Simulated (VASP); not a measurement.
**Co3O4: single point with PBEsol+U**

Co3O4:

```
Co O
1.0
     0.00000    4.05890    4.05890
     4.05890    0.00000    4.05890
     4.05890    4.05890    0.00000
Co O
6 8
Direct
  0.75000 0.75000 0.75000
  0.50000 0.50000 0.50000
  0.12500 0.12500 0.12500
  0.62500 0.12500 0.12500
  0.12500 0.12500 0.62500
  0.12500 0.62500 0.12500
  0.88750 0.88750 0.88750
  0.91250 0.36250 0.36250
  0.88750 0.88750 0.33750
  0.36250 0.91250 0.36250
  0.33750 0.88750 0.88750
  0.36250 0.36250 0.36250
  0.88750 0.33750 0.88750
  0.36250 0.36250 0.91250
```

| Property | Result |
| --- | --- |
| Program | VASP 6.6.1 |
| Task | single point |
| Functional | PBEsol |
| Potentials or basis | VASP PAW PBE potentials, release 64 (Co, O) |
| Cutoff | 520 eV |
| k mesh | 3 × 3 × 3 |
| Occupations | fermi-dirac, width 0.05 eV |
| Spin | collinear spin, ferromagnetic start |
| Starting moments | [3.0, 3.0, 3.0, 3.0, 3.0, 3.0, 0.0, 0.0, 0.0, 0.0, 0.0, 0.0, 0.0, 0.0] μB |
| Hubbard terms | Co d U = 2.9 eV |
| Dipole correction | no |
| Further INCAR settings | ALGO = Normal; EDIFF = 1e-07; NBANDS = 68 |

- Pressure: 4.5 GPa
- Largest force: 0.857 eV/Å
- Net moment: 14.10 μB per cell
- Site moments: Co +2.59, +2.05 (each value once); O +0.06 μB
- Valence electrons inside the program's atomic spheres: Co 7.99, 8.27 (each value once); O 5.00

Forces on the atoms (eV/Å):
```
Co   0.000  0.000  0.000
Co   0.000  0.000  0.000
Co   0.000  0.000  0.000
Co   0.000  0.000  0.000
Co   0.000  0.000  0.000
Co   0.000  0.000  0.000
O   -0.495 -0.495 -0.495
O    0.495 -0.495 -0.495
O    0.495  0.495 -0.495
O   -0.495  0.495 -0.495
O   -0.495  0.495  0.495
O    0.495  0.495  0.495
O    0.495 -0.495  0.495
O   -0.495 -0.495  0.495
```

Levels at points of the mesh, in eV from the Fermi level:
Spin up:
```tsv
k point	band 53	band 54	band 55	band 56	band 57	band 58	band 59	band 60	band 61	band 62
(0.00, 0.00, 0.00)	-1.30	-1.30	0.27	0.27	0.27	0.41	0.41	0.41	0.67	0.67
```
Spin down:
```tsv
k point	band 42	band 43	band 44	band 45	band 46	band 47
(0.00, 0.00, 0.00)	-1.15	-0.04	-0.04	-0.04	0.16	0.16
```

Eigenvalues of the final occupation matrices:
```
    site  spin  trace               eigenvalues
site 1 d     1   4.84  0.96 0.96 0.97 0.97 0.97
site 1 d     2   2.34  0.15 0.15 0.15 0.94 0.94
site 2 d     1   4.84  0.96 0.96 0.97 0.97 0.97
site 2 d     2   2.34  0.15 0.15 0.15 0.94 0.94
site 3 d     1   4.63  0.86 0.86 0.97 0.97 0.97
site 3 d     2   2.62  0.28 0.28 0.56 0.56 0.95
site 4 d     1   4.63  0.86 0.86 0.97 0.97 0.97
site 4 d     2   2.62  0.28 0.28 0.56 0.56 0.95
site 5 d     1   4.63  0.86 0.86 0.97 0.97 0.97
site 5 d     2   2.62  0.28 0.28 0.56 0.56 0.95
site 6 d     1   4.63  0.86 0.86 0.97 0.97 0.97
site 6 d     2   2.62  0.28 0.28 0.56 0.56 0.95
```

Wall time 5.1 min on 1 thread of Intel(R) Xeon(R) Platinum 8488C (Sapphire Rapids), on a shared host, peak memory 0.41 GiB.

Caveat: the k points lie up to 0.45 Å⁻¹ apart; the PAW data sets were made with another functional, which shifts forces and pressure a little. The state reached can hang on the start; a lower one may exist.
